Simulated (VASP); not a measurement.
A run of VASP 6.6.1 is set up as follows.

File POSCAR:

```
C
1.0
    2.1268362767     -1.2279462930     -0.0110113455
    2.1268362767      1.2279462930     -0.0110113455
   -1.3968870514      0.0000000000      3.5424028237
C
2
Direct
    0.8333362719      0.8333362719      0.0000129791
    0.1666637281      0.1666637281      0.9999870209
```

Contents of INCAR.step1:

```
ALGO = Normal
EDIFF = 1E-4
ENCUT = 520
GGA = PE
ISMEAR = 0
LASPH = True
LCHARG = False
LREAL = False
LWAVE = True
NBANDS = 11
NELM = 60
PREC = Accurate
SIGMA = 0.02
```

INCAR.step2

```
ALGO = Normal
EDIFF = 1E-6
ENCUT = 520
ISIF = 2
ISMEAR = 0
ISTART = 1
LASPH = True
LCHARG = False
LMIXTAU = True
LREAL = False
LWAVE = False
METAGGA = R2SCAN
NBANDS = 11
NELM = 60
PREC = Accurate
SIGMA = 0.02
```

The input KPOINTS:

```
k-points
0
Gamma
  14 14 8
```

Potentials or basis: VASP PAW PBE potentials, release 64 (C).

The run is started by

```bash
$ cat potpaw_PBE.64/C/POTCAR > POTCAR
$ cp INCAR.step1 INCAR
$ mpirun -np 1 vasp_std > vasp.out
$ cp INCAR.step2 INCAR
$ mpirun -np 1 vasp_std > vasp.out
```

Predict the pressure.

0.6 GPa.

Stress tensor (GPa, compression positive):
```
 1.01  0.00 -0.01
 0.00  1.01  0.00
-0.01  0.00 -0.11
```

Caveat: the PAW data sets were made with another functional, which shifts forces and pressure a little.
